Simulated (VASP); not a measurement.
# Al (Fm-3m) in VASP: single point with PBE

Aim: the single point of Al with PBE.

Everything below comes from runs of VASP 6.6.1. Logs are shortened: lines on timing, memory, paths and dates and some standing lists are left out, and cuts for length are marked.

## 1. The cell of the first run

Symmetry: Fm-3m, No. 225, cubic system. Conventional cell: a = 4.041 Å, b = 4.041 Å, c = 4.041 Å, α = 90.00°, β = 90.00°, γ = 90.00°. Within 3.8 Å of Al (site symmetry m-3m) lie 12 Al at 2.86 Å.

## 2. Single point, PBE

INCAR

```
SYSTEM = Al
ALGO = Normal
EDIFF = 1E-6
ENCUT = 500
GGA = PE
GGA_COMPAT = .False.
ISIF = 2
ISMEAR = 0
LASPH = .True.
LCHARG = .False.
LREAL = .False.
LWAVE = .False.
NBANDS = 8
NELM = 120
PREC = Accurate
SIGMA = 0.1
```

KPOINTS

```
k-points
0
Gamma
  18 18 18
  0 0 0
```

POSCAR

```
Al
1.0
    0.0000000000      2.0204029341      2.0204029341
    2.0204029341      0.0000000000      2.0204029341
    2.0204029341      2.0204029341      0.0000000000
Al
1
Direct
    0.0000000000      0.0000000000      0.0000000000
```

Potentials or basis: VASP PAW PBE potentials, release 64 (Al).

On the command line:

```bash
> cat potpaw_PBE.64/Al/POTCAR > POTCAR
> mpirun -np 1 vasp_std > vasp.out
```

OUTCAR:

```text
SYSTEM = Al
   EDIFF = 1E-6
   ENCUT = 500
   GGA = PE
   ISIF = 2
   ISMEAR = 0
   LASPH = .True.
   LREAL = .False.
   NELM = 120
   PREC = Accurate

 ion  position               nearest neighbor table
   1  0.000  0.000  0.000-

  LATTYP: Found a face centered cubic cell.
 ALAT       =     4.0408058682

  Lattice vectors:

 A1 = (   0.0000000000,   2.0204029341,   2.0204029341)
 A2 = (   2.0204029341,   0.0000000000,   2.0204029341)
 A3 = (   2.0204029341,   2.0204029341,   0.0000000000)

Analysis of symmetry for initial positions (statically):
=====================================================================
 Subroutine PRICEL returns:
 Original cell was already a primitive cell.

 Routine SETGRP: Setting up the symmetry group for a
 face centered cubic supercell.

 Subroutine GETGRP returns: Found 48 space group operations
 (whereof 48 operations were pure point group operations)
 out of a pool of 48 trial point group operations.

The static configuration has the point symmetry O_h .

Analysis of symmetry for dynamics (positions and initial velocities):
=====================================================================
 Subroutine PRICEL returns:
 Original cell was already a primitive cell.

 Routine SETGRP: Setting up the symmetry group for a
 face centered cubic supercell.

 Subroutine GETGRP returns: Found 48 space group operations
 (whereof 48 operations were pure point group operations)
 out of a pool of 48 trial point group operations.

The dynamic configuration has the point symmetry O_h .

 Subroutine INISYM returns: Found 48 space group operations
 (whereof 48 operations are pure point group operations),
 and found     1 'primitive' translations

----------------------------------------------------------------------------------------

                                     Primitive cell

  volume of cell :      16.4947

  direct lattice vectors                    reciprocal lattice vectors
     0.000000000  2.020402934  2.020402934    -0.247475388  0.247475388  0.247475388
     2.020402934  0.000000000  2.020402934     0.247475388 -0.247475388  0.247475388
     2.020402934  2.020402934  0.000000000     0.247475388  0.247475388 -0.247475388

  length of vectors
     2.857281231  2.857281231  2.857281231     0.428639946  0.428639946  0.428639946

  position of ions in fractional coordinates (direct lattice)
     0.000000000  0.000000000  0.000000000

  ion indices of the primitive-cell ions
   primitive index   ion index
                 1           1

----------------------------------------------------------------------------------------

 KPOINTS: k-points

Automatic generation of k-mesh.
 Grid dimensions read from file:
 generate k-points for:   18   18   18

 Generating k-lattice:

  Cartesian coordinates                     Fractional coordinates (reciprocal lattice)
    -0.013748633  0.013748633  0.013748633     0.055555556  0.000000000  0.000000000
     0.013748633 -0.013748633  0.013748633     0.000000000  0.055555556  0.000000000
     0.013748633  0.013748633 -0.013748633     0.000000000  0.000000000  0.055555556

  Length of vectors
     0.023813330  0.023813330  0.023813330

  Shift w.r.t. Gamma in fractional coordinates (k-lattice)
     0.000000000  0.000000000  0.000000000

 Subroutine IBZKPT returns following result:
 ===========================================

 Found    195 irreducible k-points:

 Following reciprocal coordinates:
            Coordinates               Weight
  0.000000  0.000000  0.000000      1.000000
  0.055556  0.000000  0.000000      8.000000
  0.111111  0.000000  0.000000      8.000000
  0.166667  0.000000  0.000000      8.000000
  0.222222  0.000000  0.000000      8.000000
  0.277778  0.000000  0.000000      8.000000
[... 16 lines left out ...]
 -0.277778  0.055556  0.000000     24.000000
 -0.222222  0.055556  0.000000     24.000000
 [... further k-points ...]
   k-points           NKPTS =    195   k-points in BZ     NKDIM =    195   number of bands    NBANDS=      8
   number of dos      NEDOS =    301   number of ions     NIONS =      1
   total plane-waves  NPLWV =  13824
   dimension x,y,z NGX =    24 NGY =   24 NGZ =   24
   dimension x,y,z NGXF=    48 NGYF=   48 NGZF=   48
   ions per type =               1
   NGX,Y,Z   is equivalent  to a cutoff of  13.96, 13.96, 13.96 a.u.
   NGXF,Y,Z  is equivalent  to a cutoff of  27.93, 27.93, 27.93 a.u.
 SYSTEM =  Al
   PREC   = accura    normal or accurate (medium, high low for compatibility)
   ISTART =      0    job   : 0-new  1-cont  2-samecut
   ICHARG =      2    charge: 1-file 2-atom 10-const
   ISPIN  =      1    spin polarized calculation?
   LNONCOLLINEAR =      F non collinear calculations
   LSORBIT =      F    spin-orbit coupling
   LASPH  =      T    aspherical Exc in radial PAW
   ENCUT  =  500.0 eV  36.75 Ry    6.06 a.u.   5.21  5.21  5.21*2*pi/ulx,y,z
   NELM   =    120;   NELMIN=  2; NELMDL= -5     # of ELM steps
   EDIFF  = 0.1E-05   stopping-criterion for ELM
   LREAL  =      F    real-space projection
   EDIFFG = 0.1E-04   stopping-criterion for IOM
   NSW    =      0    number of steps for IOM
   IBRION =     -1    ionic relax: 0-MD 1-quasi-New 2-CG
   NFREE  =      0    steps in history (QN), initial steepest desc. (CG)
   ISIF   =      2    stress and relaxation
   ISYM   =      2    0-nonsym 1-usesym 2-fastsym
   POTIM  = 0.5000    time-step for ionic-motion
   TEBEG  =    0.0;   TEEND  =   0.0 temperature during run
   PSTRESS=    0.0 pullay stress
   NELECT =       3.0000    total number of electrons
   NUPDOWN=      -1.0000    fix difference up-down
   EMIN   =  10.00;   EMAX   =-10.00  energy-range for DOS
   EFERMI =   0.00;   METHOD = LEGACY
   ISMEAR =     0;   SIGMA  =   0.10  broadening in eV -4-tet -1-fermi 0-gaus
   EFERMI_NEDOS =   21; number of points for ismear=-14 and -15
   IALGO  =     38    algorithm
   IMIX   =      4    mixing-type and parameters
     AMIX     =   0.40;   BMIX     =  1.00
     AMIX_MAG =   1.60;   BMIX_MAG =  1.00
  volume/ion in A,a.u.               =      16.49       111.31
  Fermi-wavevector in a.u.,A,eV,Ry     =   0.927543  1.752802 11.705575  0.860336
  Thomas-Fermi vector in A             =   2.053624
   LORBIT       =      0    0 simple, 1 ext, 2 COOP (PROOUT), +10 PAW based schemes
   GGA     = PE    functional components
   LHFCALC =     F    Hartree Fock is set to
   AEXX    =    0.0000 exact exchange contribution
   IVDW    =     0    specifies the selected vdW correction
   LEPSILON=     F    determine dielectric tensor
   LRPA    =     F    only Hartree local field effects (RPA)
 non-spin polarized calculation
 Gauss-broadening in eV      SIGMA  =   0.10
  energy-cutoff  :      500.00
  volume of cell :       16.49
 maximum number of plane-waves:       444
 NGX is ok and might be reduce to    24
   NGX = 11   NGY = 11   NGZ = 11

 number of electron       3.0000000 magnetization

 Free energy of the ion-electron system (eV)
  ---------------------------------------------------
  ext. energy  EPLUGINS =         0.00000000
  ---------------------------------------------------
  free energy    TOTEN  =        -3.74452416 eV

  energy without entropy =       -3.74159757  energy(sigma->0) =       -3.74306086

 E-fermi :   7.9948     XC(G=0): -10.1977

 val. band max:        7.9882798607   @ k =  -0.2778   0.2778   0.0556
 cond. band min:       7.9954104914   @ k =  -0.2778   0.5000   0.2222
 fundamental gap:      0.0071306307
 Fermi energy:         7.9948144981

 k-point     1 :       0.0000    0.0000    0.0000
  band No.  band energies     occupation
      1      -3.1330      2.00000
      2      20.6247      0.00000
      3      20.6247      0.00000
      4      20.6247      0.00000
      5      22.1190      0.00000
      6      22.1190      0.00000
      7      22.1190      0.00000
      8      24.4718      0.00000

 k-point     2 :       0.0556    0.0000    0.0000
  band No.  band energies     occupation
      1      -3.0491      2.00000
      2      19.1071      0.00000
      3      20.3129      0.00000
      4      20.3129      0.00000
      5      22.5616      0.00000
      6      22.5616      0.00000
      7      22.6936      0.00000
      8      25.3552      0.00000

 k-point     3 :       0.1111    0.0000    0.0000
  band No.  band energies     occupation
      1      -2.7976      2.00000
      2      16.8841      0.00000
      3      19.8014      0.00000
      4      19.8014      0.00000
      5      22.7565      0.00000
      6      23.4349      0.00000
      7      23.4349      0.00000
      8      25.9242      0.00000

 k-point     4 :       0.1667    0.0000    0.0000
  band No.  band energies     occupation
      1      -2.3795      2.00000
      2      14.6467      0.00000
      3      19.3558      0.00000
      4      19.3558      0.00000
      5      22.5941      0.00000
      6      24.0387      0.00000
      7      24.0387      0.00000
      8      25.2795      0.00000

 k-point     5 :       0.2222    0.0000    0.0000
  band No.  band energies     occupation
      1      -1.7961      2.00000
      2      12.4853      0.00000
      3      19.0285      0.00000
      4      19.0285      0.00000
      5      22.4235      0.00000
      6      23.2663      0.00000
      7      23.2663      0.00000
      8      26.2176      0.00000

 k-point     6 :       0.2778    0.0000    0.0000
  band No.  band energies     occupation
      1      -1.0496      2.00000
      2      10.4310      0.00000
      3      18.8333      0.00000
      4      18.8333      0.00000
      5      22.2738      0.00000
      6      22.2738      0.00000
      7      22.3246      0.00000
      8      26.2747      0.00000

 k-point     7 :       0.3333    0.0000    0.0000
  band No.  band energies     occupation
      1      -0.1423      2.00000
      2       8.4993      0.00000
      3      18.7751      0.00000
      4      18.7751      0.00000
      5      21.3691      0.00000
      6      21.3691      0.00000
      7      22.3373      0.00000
      8      25.3409      0.00000

 k-point     8 :       0.3889    0.0000    0.0000
  band No.  band energies     occupation
      1       0.9225      2.00000
      2       6.6996      2.00000
      3      18.8562      0.00000
      4      18.8562      0.00000
      5      20.5895      0.00000
      6      20.5895      0.00000
      7      22.4826      0.00000
      8      24.5067      0.00000

 k-point     9 :       0.4444    0.0000    0.0000
  band No.  band energies     occupation
      1       2.1409      2.00000
      2       5.0394      2.00000
      3      19.0777      0.00000
      4      19.0777      0.00000
      5      19.9462      0.00000
      6      19.9462      0.00000
      7      22.7691      0.00000
      8      23.7955      0.00000

 k-point    10 :       0.5000    0.0000    0.0000
  band No.  band energies     occupation
      1       3.4093      2.00000
      2       3.6235      2.00000
      3      19.4170      0.00000
      4      19.4170      0.00000
      5      19.4659      0.00000
      6      19.4659      0.00000
      7      23.1326      0.00000
      8      23.2888      0.00000
[... 78 lines left out ...]
 k-point    18 :       0.4444    0.0556    0.0000
  band No.  band energies     occupation
      1       1.7900      2.00000
      2       5.6465      2.00000
      3      17.8954      0.00000
      4      18.4892      0.00000
      5      19.3066      0.00000
      6      21.3638      0.00000
      7      23.6055      0.00000
      8      24.6140      0.00000

 k-point    19 :       0.5000    0.0556    0.0000
  band No.  band energies     occupation
      1       3.1017      2.00000
      2       4.0895      2.00000
      3      17.9283      0.00000
      4      18.2108      0.00000
      5      19.6361      0.00000
      6      20.8166      0.00000
      7      23.9225      0.00000
      8      24.0597      0.00000

 k-point    20 :      -0.4444    0.0556    0.0000
  band No.  band energies     occupation
      1       2.6508      2.00000
      2       4.5894      2.00000
      3      17.5109      0.00000
      4      18.6680      0.00000
      5      20.1091      0.00000
      6      20.4086      0.00000
      7      23.5216      0.00000
      8      24.4967      0.00000

 k-point    21 :      -0.3889    0.0556    0.0000
  band No.  band energies     occupation
      1       1.3841      2.00000
      2       6.1993      2.00000
      3      17.2383      0.00000
      4      19.2647      0.00000
      5      20.1430      0.00000
      6      20.7225      0.00000
      7      23.1915      0.00000
      8      25.1350      0.00000

 k-point    22 :      -0.3333    0.0556    0.0000
  band No.  band energies     occupation
      1       0.2681      2.00000
      2       7.9512      1.46237
      3      17.1109      0.00000
      4      19.9209      0.00000
      5      20.0970      0.00000
      6      21.4705      0.00000
      7      23.0015      0.00000
      8      25.8848      0.00000

 k-point    23 :      -0.2778    0.0556    0.0000
  band No.  band energies     occupation
      1      -0.6915      2.00000
      2       9.8365      0.00000
      3      17.1284      0.00000
      4      20.0000      0.00000
      5      20.8998      0.00000
      6      22.3350      0.00000
      7      22.9539      0.00000
      8      26.6755      0.00000

 k-point    24 :      -0.2222    0.0556    0.0000
  band No.  band energies     occupation
      1      -1.4915      2.00000
      2      11.8452      0.00000
      3      17.2904      0.00000
      4      20.1425      0.00000
      5      21.8884      0.00000
      6      22.9393      0.00000
      7      23.3867      0.00000
      8      25.5893      0.00000

 [... further k-points ...]

------------------------ aborting loop because EDIFF is reached ----------------------------------------

  FORCE on cell =-STRESS in cart. coord.  units (eV):
  Direction    XX          YY          ZZ          XY          YZ          ZX
  --------------------------------------------------------------------------------------
  -------------------------------------------------------------------------------------
  Total       -0.0008624     -0.0008624     -0.0008624      0.0000000     -0.0000000      0.0000000
  in kB       -0.0837678     -0.0837678     -0.0837678      0.0000000     -0.0000000      0.0000000
  external PRESSURE =      -0.0837678 kB  Pullay stress =       0.0000000 kB

 VOLUME and BASIS-vectors are now :
 -----------------------------------------------------------------------------
  energy-cutoff  :      500.00
  volume of cell :       16.49
      direct lattice vectors                 reciprocal lattice vectors
     0.000000000  2.020402934  2.020402934    -0.247475388  0.247475388  0.247475388
     2.020402934  0.000000000  2.020402934     0.247475388 -0.247475388  0.247475388
     2.020402934  2.020402934  0.000000000     0.247475388  0.247475388 -0.247475388

 POSITION                                       TOTAL-FORCE (eV/Angst)
 -----------------------------------------------------------------------------------
      0.00000      0.00000      0.00000         0.000000      0.000000      0.000000
 -----------------------------------------------------------------------------------
    total drift:                               -0.000000      0.000000     -0.000000

  FREE ENERGIE OF THE ION-ELECTRON SYSTEM (eV)
  ---------------------------------------------------
  free  energy   TOTEN  =        -3.7445241640 eV

  energy  without entropy=       -3.7415975653  energy(sigma->0) =       -3.74306086
```

Run time: 8.2 s. Hardware: 1 thread of Intel Xeon 6975P-C (Granite Rapids), shared host; peak memory 0.14 GiB.

What came out:

```yaml
Free_energy: -3.7445 eV
Pressure: 0.0 GPa
```

Levels at points of the mesh, in eV from the Fermi level:
```csv
k point,band 1,band 2,band 3,band 4,band 5,band 6
"(0.00, 0.00, 0.00)",-11.13,12.63,12.63,12.63,14.12,14.12
"(0.50, 0.00, 0.00)",-4.59,-4.37,11.42,11.42,11.47,11.47
"(0.50, 0.50, 0.00)",-2.92,-1.59,5.27,5.60,5.60,9.08
```
